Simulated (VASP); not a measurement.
Input of a VASP 6.6.1 run:

INCAR

```
  PREC = Accurate
  ENCUT = 520
  EDIFF = 1E-6
  ISMEAR = 0
  SIGMA = 0.05
  LREAL = False
  LASPH = True
  NELM = 80
  ALGO = Normal
  ISIF = 2
  LWAVE = False
  LCHARG = False
  LDIPOL = True
  IDIPOL = 3
  DIPOL = 0.5 0.5 0.371
  GGA = PE
  IVDW = 12
  NBANDS = 18
```

File KPOINTS:

```
regular mesh
0
Gamma
  9 9 1
```

The input POSCAR:

```
As
1.0
    3.5716242608      0.0000000000      0.0000000000
   -1.7858121304      3.0931173426      0.0000000000
    0.0000000000      0.0000000000     20.2951239197
As
4
Direct
    0.3333333333      0.6666666667      0.2217281362
    0.6666666667      0.3333333333      0.2905900936
    1.0000000000      1.0000000000      0.4517125392
    0.6666666667      1.3333333333      0.5205744967
```

Potentials or basis: VASP PAW PBE potentials, release 64 (As).

Command:

```bash
$ cat potpaw_PBE.64/As/POTCAR > POTCAR
$ mpirun -np 1 vasp_std > vasp.out
```

Q: Estimate the dispersion energy per atom.

A: -0.273 eV.

Q: Estimate the largest force.

A: 0.158 eV/Å.

Q: What does it give for the band gap on the k mesh?

A: 0.99 eV, indirect (least direct gap 1.73 eV).

Forces in eV/Å, atoms in the order of the input:
```
As   0.000  0.000 -0.042
As   0.000  0.000  0.140
As   0.000  0.000 -0.158
As   0.000  0.000  0.059
```
